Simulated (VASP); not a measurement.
# Si24SbC23 (a cell with a defect) (Moissanite 6H) in VASP: further runs, part 2 of 2

VASP 6.6.1. The steps go on from the part before.

## Step 3: Single point, PBE

INCAR

```
SYSTEM = Si24SbC23
  ALGO = Normal
  EDIFF = 1E-7
  ENCUT = 520
  GGA = PE
  ISIF = 2
  ISMEAR = -1
  LASPH = .True.
  LCHARG = .True.
  LELF = .True.
  LREAL = Auto
  LVHAR = .True.
  LWAVE = .False.
  NBANDS = 126
  NELECT = 192.0
  NELM = 100
  PREC = Accurate
  SIGMA = 0.01
```

KPOINTS

```
k-points
0
Gamma
  4 4 2
  0 0 0
```

POSCAR

```
Si24SbC23
1.0
    6.1900000000      0.0000000000      0.0000000000
   -3.0950000000      5.3606972494      0.0000000000
    0.0000000000      0.0000000000     15.1700000000
Si C Sb
24 23 1
Direct
    0.0000000000      0.0000000000      0.1250000000
    0.0000000000      0.5000000000      0.1250000000
    0.5000000000      0.0000000000      0.1250000000
    0.5000000000      0.5000000000      0.1250000000
    0.0000000000      0.0000000000      0.6250000000
    0.0000000000      0.5000000000      0.6250000000
    0.5000000000      0.0000000000      0.6250000000
    0.5000000000      0.5000000000      0.6250000000
    0.1666666666      0.3333333334      0.2917000000
    0.1666666666      0.8333333334      0.2917000000
    0.6666666666      0.3333333334      0.2917000000
    0.6666666666      0.8333333334      0.2917000000
    0.3333333334      0.1666666666      0.7917000000
    0.3333333334      0.6666666666      0.7917000000
    0.8333333334      0.1666666666      0.7917000000
    0.8333333334      0.6666666666      0.7917000000
    0.1666666666      0.3333333334      0.9583000000
    0.1666666666      0.8333333334      0.9583000000
    0.6666666666      0.3333333334      0.9583000000
    0.6666666666      0.8333333334      0.9583000000
    0.3333333334      0.1666666666      0.4583000000
    0.3333333334      0.6666666666      0.4583000000
    0.8333333334      0.1666666666      0.4583000000
    0.8333333334      0.6666666666      0.4583000000
    0.0000000000      0.0000000000      0.0000000000
    0.0000000000      0.5000000000      0.0000000000
    0.5000000000      0.0000000000      0.0000000000
    0.5000000000      0.5000000000      0.0000000000
    0.0000000000      0.0000000000      0.5000000000
    0.0000000000      0.5000000000      0.5000000000
    0.5000000000      0.0000000000      0.5000000000
    0.5000000000      0.5000000000      0.5000000000
    0.1666666666      0.3333333334      0.1667000000
    0.1666666666      0.8333333334      0.1667000000
    0.6666666666      0.3333333334      0.1667000000
    0.6666666666      0.8333333334      0.1667000000
    0.3333333334      0.1666666666      0.6667000000
    0.3333333334      0.6666666666      0.6667000000
    0.8333333334      0.1666666666      0.6667000000
    0.8333333334      0.6666666666      0.6667000000
    0.1666666666      0.8333333334      0.8333000000
    0.6666666666      0.3333333334      0.8333000000
    0.6666666666      0.8333333334      0.8333000000
    0.3333333334      0.1666666666      0.3333000000
    0.3333333334      0.6666666666      0.3333000000
    0.8333333334      0.1666666666      0.3333000000
    0.8333333334      0.6666666666      0.3333000000
    0.1666666666      0.3333333334      0.8333000000
```

Potentials or basis: VASP PAW PBE potentials, release 64 (Si, C, Sb).

The run is started by

```bash
$ cat potpaw_PBE.64/Si/POTCAR potpaw_PBE.64/C/POTCAR potpaw_PBE.64/Sb/POTCAR > POTCAR
$ mpirun -np 1 vasp_std > vasp.out
```

OUTCAR:

```text
SYSTEM = Si24SbC23
   EDIFF = 1E-7
   ENCUT = 520
   GGA = PE
   ISIF = 2
   ISMEAR = -1
   LASPH = .True.
   LREAL = Auto
   NELECT = 192.0
   NELM = 100
   PREC = Accurate

 ion  position               nearest neighbor table
   1  0.000  0.000  0.125-  34 1.90  33 1.90  36 1.90  25 1.90   2 3.09   4 3.09   2 3.09   4 3.09
                             3 3.10   3 3.10  18 3.10  10 3.10   9 3.10  17 3.10  20 3.10  12 3.10
   2  0.000  0.500  0.125-  33 1.90  34 1.90  35 1.90  26 1.90   1 3.09   3 3.09   1 3.09   3 3.09
                             4 3.10   4 3.10  17 3.10   9 3.10  18 3.10  10 3.10  19 3.10  11 3.10
   3  0.500  0.000  0.125-  36 1.90  35 1.90  34 1.90  27 1.90   2 3.09   4 3.09   4 3.09   2 3.09
                             1 3.10   1 3.10  20 3.10  12 3.10  11 3.10  19 3.10  18 3.10  10 3.10
   4  0.500  0.500  0.125-  35 1.90  36 1.90  33 1.90  28 1.90   1 3.09   3 3.09   3 3.09   1 3.09
                             2 3.10   2 3.10  19 3.10  11 3.10  20 3.10  12 3.10  17 3.10   9 3.10
   5  0.000  0.000  0.625-  39 1.90  40 1.90  37 1.90  29 1.90   6 3.09   8 3.09   6 3.09   8 3.09
                             7 3.10   7 3.10  23 3.10  15 3.10  24 3.10  16 3.10  21 3.10  13 3.10
   6  0.000  0.500  0.625-  40 1.90  39 1.90  38 1.90  30 1.90   5 3.09   7 3.09   5 3.09   7 3.09
                             8 3.10   8 3.10  24 3.10  16 3.10  15 3.10  23 3.10  22 3.10  14 3.10
   7  0.500  0.000  0.625-  37 1.90  38 1.90  39 1.90  31 1.90   6 3.09   8 3.09   8 3.09   6 3.09
                             5 3.10   5 3.10  21 3.10  13 3.10  22 3.10  14 3.10  23 3.10  15 3.10
   8  0.500  0.500  0.625-  38 1.90  37 1.90  40 1.90  32 1.90   5 3.09   7 3.09   7 3.09   5 3.09
                             6 3.10   6 3.10  22 3.10  14 3.10  13 3.10  21 3.10  24 3.10  16 3.10
   9  0.167  0.333  0.292-  45 1.90  46 1.90  44 1.90  33 1.90  10 3.09  12 3.09  10 3.09  12 3.09
[... 53 lines left out ...]
  47  0.833  0.667  0.333-  11 1.90  10 1.90  12 1.90  24 1.90
  48  0.167  0.333  0.833-  14 1.90  15 1.90  13 1.90  17 1.90

  LATTYP: Found a hexagonal cell.
 ALAT       =     6.1900000000
 C/A-ratio  =     2.4507269790

  Lattice vectors:

 A1 = (   6.1900000000,   0.0000000000,   0.0000000000)
 A2 = (  -3.0950000000,   5.3606972494,   0.0000000000)
 A3 = (   0.0000000000,   0.0000000000,  15.1700000000)

Analysis of symmetry for initial positions (statically):
=====================================================================
 Subroutine PRICEL returns:
 Original cell was already a primitive cell.

 Routine SETGRP: Setting up the symmetry group for a
 hexagonal supercell.

 Subroutine GETGRP returns: Found  6 space group operations
 (whereof  2 operations were pure point group operations)
 out of a pool of 24 trial point group operations.

The static configuration has the point symmetry C_1h.
 The point group associated with its full space group is C_3v.

Analysis of symmetry for dynamics (positions and initial velocities):
=====================================================================
 Subroutine PRICEL returns:
 Original cell was already a primitive cell.

 Routine SETGRP: Setting up the symmetry group for a
 hexagonal supercell.

 Subroutine GETGRP returns: Found  6 space group operations
 (whereof  2 operations were pure point group operations)
 out of a pool of 24 trial point group operations.

The dynamic configuration has the point symmetry C_1h.
 The point group associated with its full space group is C_3v.

 Subroutine INISYM returns: Found  6 space group operations
 (whereof  2 operations are pure point group operations),
 and found     1 'primitive' translations

----------------------------------------------------------------------------------------
[... 154 lines left out ...]
   dimension x,y,z NGXF=    96 NGYF=   96 NGZF=  240
   ions per type =              24  23   1
   NGX,Y,Z   is equivalent  to a cutoff of  12.89, 12.89, 13.15 a.u.
   NGXF,Y,Z  is equivalent  to a cutoff of  25.78, 25.78, 26.30 a.u.
 SYSTEM =  Si24SbC23
   PREC   = accura    normal or accurate (medium, high low for compatibility)
   ISTART =      0    job   : 0-new  1-cont  2-samecut
   ICHARG =      2    charge: 1-file 2-atom 10-const
   ISPIN  =      1    spin polarized calculation?
   LNONCOLLINEAR =      F non collinear calculations
   LSORBIT =      F    spin-orbit coupling
   LASPH  =      T    aspherical Exc in radial PAW
   ENCUT  =  520.0 eV  38.22 Ry    6.18 a.u.  11.51 11.51 28.21*2*pi/ulx,y,z
   NELM   =    100;   NELMIN=  2; NELMDL= -5     # of ELM steps
   EDIFF  = 0.1E-06   stopping-criterion for ELM
   LREAL  =      T    real-space projection
   EDIFFG = 0.1E-05   stopping-criterion for IOM
   NSW    =      0    number of steps for IOM
   IBRION =     -1    ionic relax: 0-MD 1-quasi-New 2-CG
   NFREE  =      0    steps in history (QN), initial steepest desc. (CG)
   ISIF   =      2    stress and relaxation
   ISYM   =      2    0-nonsym 1-usesym 2-fastsym
   POTIM  = 0.5000    time-step for ionic-motion
   TEBEG  =    0.0;   TEEND  =   0.0 temperature during run
   PSTRESS=    0.0 pullay stress
   NELECT =     192.0000    total number of electrons
   NUPDOWN=      -1.0000    fix difference up-down
   EMIN   =  10.00;   EMAX   =-10.00  energy-range for DOS
   EFERMI =   0.00;   METHOD = LEGACY
   ISMEAR =    -1;   SIGMA  =   0.01  broadening in eV -4-tet -1-fermi 0-gaus
   EFERMI_NEDOS =   21; number of points for ismear=-14 and -15
   IALGO  =     38    algorithm
   IMIX   =      4    mixing-type and parameters
     AMIX     =   0.40;   BMIX     =  1.00
     AMIX_MAG =   1.60;   BMIX_MAG =  1.00
  volume/ion in A,a.u.               =      10.49        70.77
  Fermi-wavevector in a.u.,A,eV,Ry     =   1.187252  2.243580 19.178312  1.409566
  Thomas-Fermi vector in A             =   2.323407
   LORBIT       =      0    0 simple, 1 ext, 2 COOP (PROOUT), +10 PAW based schemes
   GGA     = PE    functional components
   LHFCALC =     F    Hartree Fock is set to
   AEXX    =    0.0000 exact exchange contribution
   IVDW    =     0    specifies the selected vdW correction
   LEPSILON=     F    determine dielectric tensor
   LRPA    =     F    only Hartree local field effects (RPA)
 non-spin polarized calculation
  energy-cutoff  :      520.00
  volume of cell :      503.38
 maximum number of plane-waves:     13665
 NGX is ok and might be reduce to    48
   NGX = 23   NGY = 23   NGZ = 57

 number of electron     192.0000009 magnetization

 Free energy of the ion-electron system (eV)
  ---------------------------------------------------
  ext. energy  EPLUGINS =         0.00000000
  ---------------------------------------------------
  free energy    TOTEN  =      -344.02315932 eV

  energy without entropy =     -344.02315932  energy(sigma->0) =     -344.02315932

 E-fermi :   9.0012     XC(G=0): -11.3683

 val. band max:        8.7224550287   @ k =   0.0000   0.0000   0.0000
 cond. band min:       9.4664714384   @ k =   0.0000   0.0000   0.5000
 fundamental gap:      0.7440164097
 Fermi energy:         9.0011684516

 k-point     1 :       0.0000    0.0000    0.0000
  band No.  band energies     occupation
      1      -8.2088      2.00000
      2      -6.3838      2.00000
      3      -6.3160      2.00000
      4      -5.2063      2.00000
      5      -4.8198      2.00000
      6      -4.4672      2.00000
[... 877 lines left out ...]
    107      13.1339      0.00000
    108      13.3988      0.00000
 [bands above 108 left out]

------------------------ aborting loop because EDIFF is reached ----------------------------------------

  FORCE on cell =-STRESS in cart. coord.  units (eV):
  Direction    XX          YY          ZZ          XY          YZ          ZX
  --------------------------------------------------------------------------------------
  -------------------------------------------------------------------------------------
  Total       44.7965619     44.7965619     46.3674283      0.0000000     -0.0000000      0.0000000
  in kB      142.5797195    142.5797195    147.5795157      0.0000000     -0.0000000      0.0000000
  external PRESSURE =     144.2463182 kB  Pullay stress =       0.0000000 kB

 VOLUME and BASIS-vectors are now :
 -----------------------------------------------------------------------------
  energy-cutoff  :      520.00
  volume of cell :      503.38
      direct lattice vectors                 reciprocal lattice vectors
     6.190000000  0.000000000  0.000000000     0.161550889  0.093271449  0.000000000
    -3.095000000  5.360697249  0.000000000     0.000000000  0.186542898  0.000000000
     0.000000000  0.000000000 15.170000000     0.000000000  0.000000000  0.065919578

 POSITION                                       TOTAL-FORCE (eV/Angst)
 -----------------------------------------------------------------------------------
      0.00000      0.00000      1.89625        -0.000000      0.033149      0.612405
     -1.54750      2.68035      1.89625         0.028708     -0.016575      0.612405
      3.09500      0.00000      1.89625        -0.000000     -0.000000      0.456966
      1.54750      2.68035      1.89625        -0.028708     -0.016575      0.612405
      0.00000      0.00000      9.48125        -0.000000     -0.206192     -0.581254
     -1.54750      2.68035      9.48125        -0.178568      0.103096     -0.581254
[... 40 lines left out ...]
      3.09500      3.57380      5.05616        -0.000000     -0.000000     -0.047395
     -0.00000      1.78690     12.64116        -0.000000     -0.000000      0.134332
 -----------------------------------------------------------------------------------
    total drift:                               -0.000001      0.000000      0.004733

  FREE ENERGIE OF THE ION-ELECTRON SYSTEM (eV)
  ---------------------------------------------------
  free  energy   TOTEN  =      -344.0231593200 eV

  energy  without entropy=     -344.0231593200  energy(sigma->0) =     -344.02315932
```

Wall time 21 min (1 thread of AMD EPYC 7R43 (Zen 3), shared host); peak memory 0.71 GiB.

What came out:

```
Free energy   : -344.0232 eV
Largest force : 21.996 eV/Å
```

Forces in eV/Å, atoms in the order of the input:
```
Si    0.000   0.033   0.612
Si    0.029  -0.017   0.612
Si    0.000   0.000   0.457
Si   -0.029  -0.017   0.612
Si    0.000  -0.206  -0.581
Si   -0.179   0.103  -0.581
Si    0.000   0.000  -0.405
Si    0.179   0.103  -0.581
Si    0.000   0.000   0.219
Si   -0.012  -0.007   0.221
Si    0.000   0.013   0.221
Si    0.012  -0.007   0.221
Si   17.721 -10.231  -7.600
Si    0.000  20.463  -7.600
Si  -17.721 -10.231  -7.600
Si    0.000   0.000  -0.617
Si    0.000   0.000  21.996
Si    0.129   0.074   0.644
Si    0.000  -0.148   0.644
Si   -0.129   0.074   0.644
Si   -0.025   0.015  -0.109
Si    0.000  -0.029  -0.109
Si    0.025   0.015  -0.109
Si    0.000   0.000  -0.086
C     0.000  -0.041  -0.584
C    -0.036   0.021  -0.584
C     0.000   0.000  -0.532
C     0.036   0.021  -0.584
C     0.000   0.025   0.126
C     0.021  -0.012   0.126
C     0.000   0.000   0.171
C    -0.021  -0.012   0.126
C     0.000   0.000  -0.347
C    -0.008  -0.005  -0.357
C     0.000   0.009  -0.357
C     0.008  -0.005  -0.357
C    -0.044   0.025   0.428
C     0.000  -0.051   0.428
C     0.044   0.025   0.428
C     0.000   0.000   0.464
C    -0.072  -0.042   0.130
C     0.000   0.083   0.130
C     0.072  -0.042   0.130
C     0.006  -0.003  -0.065
C     0.000   0.007  -0.065
C    -0.006  -0.003  -0.065
C     0.000   0.000  -0.047
Sb    0.000   0.000   0.134
```

Levels at points of the mesh, in eV from the Fermi level:
| k point | band 94 | band 95 | band 96 | band 97 | band 98 | band 99 |
| --- | --- | --- | --- | --- | --- | --- |
| (0.00, 0.00, 0.00) | -0.47 | -0.28 | -0.28 | 0.52 | 0.52 | 1.49 |
| (0.50, 0.00, 0.00) | -1.12 | -0.85 | -0.85 | 1.91 | 2.43 | 2.45 |
| (0.00, 0.00, 0.50) | -0.61 | -0.30 | -0.30 | 0.47 | 0.47 | 1.44 |
| (0.50, 0.00, 0.50) | -1.29 | -0.91 | -0.90 | 1.91 | 2.47 | 2.48 |

Caveat: the cell carries a net charge on a neutralising background, which shifts energy and pressure; the cell is charged against a uniform background, so pressure and absolute levels hang on convention; spin-orbit coupling is left out, which moves the levels of the heavy elements.
